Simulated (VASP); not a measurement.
# As in VASP: relaxation of the atoms with PBE+D3(BJ)

Aim: the relaxation of the atoms of As with PBE+D3(BJ).

Everything below comes from runs of VASP 6.6.1. Logs are shortened: lines on timing, memory, paths and dates and some standing lists are left out, and cuts for length are marked.

## Step 1: The cell of the first run

The cell holds a slab with vacuum, 2 atoms: a = 3.643 Å, b = 3.590 Å, c = 28.574 Å, α = 90.00°, β = 90.00°, γ = 120.49°.

## Step 2: Relaxation of the atoms, PBE+D3(BJ) (strain along x +0.020)

INCAR reads:

```
SYSTEM = As
PREC = Accurate
ENCUT = 520
EDIFF = 1E-6
ISMEAR = 0
SIGMA = 0.02
LREAL = .FALSE.
LASPH = .TRUE.
NELM = 60
ALGO = Normal
ISIF = 2
LWAVE = .FALSE.
LCHARG = .FALSE.
LDIPOL = .TRUE.
IDIPOL = 3
DIPOL = 0.5 0.5 0.500
GGA = PE
IVDW = 12
IBRION = 2
NSW = 60
EDIFFG = -0.01
```

KPOINTS reads:

```
regular mesh
0
G
  9 9 1
  0 0 0
```

POSCAR reads:

```
As
1.0
    3.6430563119      0.0000000000      0.0000000000
   -1.8215281559      3.0931169740      0.0000000000
    0.0000000000      0.0000000000     28.5742411176
As
2
Direct
    0.3333333333      0.6666666667      0.4755450769
    0.6666666667      0.3333333333      0.5244549231
```

Potentials or basis: VASP PAW PBE potentials, release 64 (As).

On the command line:

```sh
> cat potpaw_PBE.64/As/POTCAR > POTCAR
> mpirun -np 1 vasp_std > vasp.out
```

OUTCAR:

```text
SYSTEM = As
   PREC = Accurate
   ENCUT = 520
   EDIFF = 1E-6
   ISMEAR = 0
   LREAL = .FALSE.
   LASPH = .TRUE.
   NELM = 60
   ISIF = 2
   GGA = PE
   IVDW = 12
   IBRION = 2
   NSW = 60
   EDIFFG = -0.01
 IVDW          = 12

 ion  position               nearest neighbor table
   1  0.333  0.667  0.476-   2 2.49   2 2.52   2 2.52
   2  0.667  0.333  0.524-   1 2.49   1 2.52   1 2.52

  Warning from LATTYP: Monoclinic adjustment (A1->A3, A2->A1, A3->A2)!
  LATTYP: Found a base centered orthorhombic cell.
 ALAT       =     3.6430563119
 B/A-ratio  =     1.6980890270
 C/A-ratio  =     7.8434804931

  Lattice vectors:

 A1 = (   1.8215281559,  -3.0931169740,   0.0000000000)
 A2 = (   1.8215281560,   3.0931169740,   0.0000000000)
 A3 = (   0.0000000000,   0.0000000000,  28.5742411176)

Analysis of symmetry for initial positions (statically):
=====================================================================
 Subroutine PRICEL returns:
 Original cell was already a primitive cell.

 Routine SETGRP: Setting up the symmetry group for a
 base centered orthorhombic supercell.

 Subroutine GETGRP returns: Found  4 space group operations
 (whereof  4 operations were pure point group operations)
 out of a pool of  8 trial point group operations.

The static configuration has the point symmetry C_2h.

Analysis of symmetry for dynamics (positions and initial velocities):
=====================================================================
 Subroutine PRICEL returns:
 Original cell was already a primitive cell.

 Routine SETGRP: Setting up the symmetry group for a
 base centered orthorhombic supercell.

 Subroutine GETGRP returns: Found  4 space group operations
 (whereof  4 operations were pure point group operations)
 out of a pool of  8 trial point group operations.

The dynamic configuration has the point symmetry C_2h.

 Subroutine INISYM returns: Found  4 space group operations
 (whereof  4 operations are pure point group operations),
 and found     1 'primitive' translations

----------------------------------------------------------------------------------------

                                     Primitive cell

  volume of cell :     321.9860

  direct lattice vectors                    reciprocal lattice vectors
     3.643056312  0.000000000  0.000000000     0.274494796  0.161649237  0.000000000
    -1.821528156  3.093116974  0.000000000     0.000000000  0.323298475  0.000000000
     0.000000000  0.000000000 28.574241118     0.000000000  0.000000000  0.034996555

  length of vectors
     3.643056312  3.589615221 28.574241118     0.318555912  0.323298475  0.034996555

  position of ions in fractional coordinates (direct lattice)
     0.333333333  0.666666667  0.475545077
     0.666666667  0.333333333  0.524454923

  ion indices of the primitive-cell ions
   primitive index   ion index
                 1           1
                 2           2

----------------------------------------------------------------------------------------

 KPOINTS: regular mesh

Automatic generation of k-mesh.
 Grid dimensions read from file:
 generate k-points for:    9    9    1

 Generating k-lattice:

  Cartesian coordinates                     Fractional coordinates (reciprocal lattice)
     0.030499422  0.017961026  0.000000000     0.111111111 -0.000000000  0.000000000
     0.000000000  0.035922053  0.000000000     0.000000000  0.111111111  0.000000000
     0.000000000  0.000000000  0.034996555     0.000000000  0.000000000  1.000000000

  Length of vectors
     0.035395101  0.035922053  0.034996555

  Shift w.r.t. Gamma in fractional coordinates (k-lattice)
     0.000000000  0.000000000  0.000000000

 Subroutine IBZKPT returns following result:
 ===========================================

 Found     25 irreducible k-points:

 Following reciprocal coordinates:
            Coordinates               Weight
  0.000000  0.000000  0.000000      1.000000
  0.111111  0.000000  0.000000      4.000000
  0.222222  0.000000  0.000000      4.000000
  0.333333  0.000000  0.000000      4.000000
  0.444444  0.000000  0.000000      4.000000
  0.000000  0.111111  0.000000      2.000000
[... 16 lines left out ...]
  0.333333  0.333333  0.000000      2.000000
  0.000000  0.444444  0.000000      2.000000
   k-points           NKPTS =     25   k-points in BZ     NKDIM =     25   number of bands    NBANDS=      9
   number of dos      NEDOS =    301   number of ions     NIONS =      2
   total plane-waves  NPLWV = 169344
   dimension x,y,z NGX =    28 NGY =   28 NGZ =  216
   dimension x,y,z NGXF=    56 NGYF=   56 NGZF=  432
   ions per type =               2
   NGX,Y,Z   is equivalent  to a cutoff of  12.78, 12.97, 12.57 a.u.
   NGXF,Y,Z  is equivalent  to a cutoff of  25.55, 25.94, 25.13 a.u.
 SYSTEM =  As
   PREC   = accura    normal or accurate (medium, high low for compatibility)
   ISTART =      0    job   : 0-new  1-cont  2-samecut
   ICHARG =      2    charge: 1-file 2-atom 10-const
   ISPIN  =      1    spin polarized calculation?
   LNONCOLLINEAR =      F non collinear calculations
   LSORBIT =      F    spin-orbit coupling
   LASPH  =      T    aspherical Exc in radial PAW
   ENCUT  =  520.0 eV  38.22 Ry    6.18 a.u.   6.77  6.67 53.13*2*pi/ulx,y,z
   NELM   =     60;   NELMIN=  2; NELMDL= -5     # of ELM steps
   EDIFF  = 0.1E-05   stopping-criterion for ELM
   LREAL  =      F    real-space projection
   EDIFFG = -.1E-01   stopping-criterion for IOM
   NSW    =     60    number of steps for IOM
   IBRION =      2    ionic relax: 0-MD 1-quasi-New 2-CG
   NFREE  =      1    steps in history (QN), initial steepest desc. (CG)
   ISIF   =      2    stress and relaxation
   ISYM   =      2    0-nonsym 1-usesym 2-fastsym
   POTIM  = 0.5000    time-step for ionic-motion
   TEBEG  =    0.0;   TEEND  =   0.0 temperature during run
   PSTRESS=    0.0 pullay stress
   NELECT =      10.0000    total number of electrons
   NUPDOWN=      -1.0000    fix difference up-down
   EMIN   =  10.00;   EMAX   =-10.00  energy-range for DOS
   EFERMI =   0.00;   METHOD = LEGACY
   ISMEAR =     0;   SIGMA  =   0.02  broadening in eV -4-tet -1-fermi 0-gaus
   EFERMI_NEDOS =   21; number of points for ismear=-14 and -15
   IALGO  =     38    algorithm
   IMIX   =      4    mixing-type and parameters
     AMIX     =   0.40;   BMIX     =  1.00
     AMIX_MAG =   1.60;   BMIX_MAG =  1.00
  volume/ion in A,a.u.               =     160.99      1086.43
  Fermi-wavevector in a.u.,A,eV,Ry     =   0.514591  0.972437  3.602881  0.264804
  Thomas-Fermi vector in A             =   1.529626
   LORBIT       =      0    0 simple, 1 ext, 2 COOP (PROOUT), +10 PAW based schemes
   GGA     = PE    functional components
   LHFCALC =     F    Hartree Fock is set to
   AEXX    =    0.0000 exact exchange contribution
   IVDW    =    12    specifies the selected vdW correction
   LEPSILON=     F    determine dielectric tensor
   LRPA    =     F    only Hartree local field effects (RPA)
 conjugate gradient relaxation of ions
 non-spin polarized calculation
 Gauss-broadening in eV      SIGMA  =   0.02
  energy-cutoff  :      520.00
  volume of cell :      321.99
 maximum number of plane-waves:      8715
   NGX = 13   NGY = 13   NGZ =107

--------------------------------------- Ionic step        1  -------------------------------------------

 number of electron      10.0000001 magnetization

 Free energy of the ion-electron system (eV)
  ---------------------------------------------------
  ext. energy  EPLUGINS =         0.00000000
  ---------------------------------------------------
  free energy    TOTEN  =        -9.32825022 eV

  energy without entropy =       -9.32825022  energy(sigma->0) =       -9.32825022

------------------------ aborting loop because EDIFF is reached ----------------------------------------

 Edisp (eV)   -0.41490

 E8    (eV) :    -0.1884
[... 71 lines left out ...]
--------------------------------------- Ionic step        3  -------------------------------------------

 number of electron      10.0000001 magnetization

 dipolmoment           0.000000      0.000000      0.000000 electrons x Angstroem

------------------------ aborting loop because EDIFF is reached ----------------------------------------

 Edisp (eV)   -0.41501

 E8    (eV) :    -0.1885
[... 31 lines left out ...]
--------------------------------------- Ionic step        4  -------------------------------------------

 number of electron      10.0000000 magnetization

 dipolmoment           0.000000      0.000000     -0.000000 electrons x Angstroem

 Free energy of the ion-electron system (eV)
  ---------------------------------------------------
  ext. energy  EPLUGINS =         0.00000000
  ---------------------------------------------------
  free energy    TOTEN  =        -9.32851277 eV

  energy without entropy =       -9.32851277  energy(sigma->0) =       -9.32851277

 E-fermi :  -3.8873     XC(G=0):  -1.8346

 val. band max:       -3.9752751325   @ k =   0.0000   0.0000   0.0000
 cond. band min:      -2.5360098007   @ k =   0.0000   0.3333   0.0000
 fundamental gap:      1.4392653318
 Fermi energy:        -3.8872921260

 k-point     1 :       0.0000    0.0000    0.0000
  band No.  band energies     occupation
      1     -17.5111      2.00000
      2     -11.2133      2.00000
      3      -4.5931      2.00000
      4      -4.1374      2.00000
      5      -3.9753      2.00000
      6      -2.1352      0.00000
      7      -0.6208      0.00000
      8      -0.4822      0.00000
      9       0.8073      0.00000
[... 265 lines left out ...]
 k-point    24 :       0.0000    0.4444    0.0000
  band No.  band energies     occupation
      1     -15.2070      2.00000
      2     -12.9193      2.00000
      3      -7.5071      2.00000
      4      -6.0369      2.00000
      5      -5.4398      2.00000
      6      -2.2775      0.00000
      7      -0.8009      0.00000
      8       0.3577      0.00000
      9       2.3432      0.00000

 [... further k-points ...]

------------------------ aborting loop because EDIFF is reached ----------------------------------------

 vacuum level on the upper side and lower side of the slab       (xc-potential included)        -0.007        -0.007

 Edisp (eV)   -0.41498

 E8    (eV) :    -0.1884

  FORCE on cell =-STRESS in cart. coord.  units (eV):
  Direction    XX          YY          ZZ          XY          YZ          ZX
  --------------------------------------------------------------------------------------
  -------------------------------------------------------------------------------------
  Total      -0.68888    -0.10481    -0.00307    -0.00000    -0.00227    -0.00000
  in kB      -3.42780    -0.52150    -0.01526    -0.00000    -0.01131    -0.00000
  external pressure =       -1.32 kB  Pullay stress =        0.00 kB
[... 17 lines left out ...]
  FREE ENERGIE OF THE ION-ELECTRON SYSTEM (eV)
  ---------------------------------------------------
  free  energy   TOTEN  =        -9.7434888757 eV

  energy  without entropy=       -9.7434888757  energy(sigma->0) =       -9.74348888

 reached required accuracy - stopping structural energy minimisation

 vacuum level on the upper side and lower side of the slab         1.308         1.308
```

Wall time 2.4 min (1 thread of Intel Xeon 6975P-C (Granite Rapids), shared host); peak memory 0.46 GiB.

Results:

* Free energy: -9.7435 eV
* Energy gained by relaxing: 0.2 meV/atom
* Ionic steps: 4
* Band gap on the k mesh: 1.44 eV, indirect (least direct gap 1.84 eV)
* Dispersion energy per atom: -0.207 eV

Forces on the atoms (eV/Å):
```
As   0.000  0.002  0.001
As   0.000 -0.002 -0.001
```

The path:
```
step  energy change (eV)  largest force (eV/Å)  pressure (GPa)
   1              0.0000                0.0754           -0.14
   2             -0.0003                0.0177           -0.13
   3             -0.0003                0.0162           -0.13
   4             -0.0003                0.0021           -0.13
```

Final structure:
```
CELL_PARAMETERS angstrom
3.64306 0.00000 0.00000
-1.82153 3.09312 0.00000
0.00000 0.00000 28.57424
ATOMIC_POSITIONS crystal
As 0.33262 0.66525 0.47559
As 0.66738 0.33475 0.52441
```

Levels at points of the mesh, in eV from the valence-band top:
```csv
k point,band 1,band 2,band 3,band 4,band 5,band 6,band 7,band 8,band 9
"(0.00, 0.00, 0.00)",-13.54,-7.24,-0.62,-0.16,0.00,1.84,3.35,3.49,4.78
```

Caveat: the cell differs from its parent crystal (strain along x +0.020).
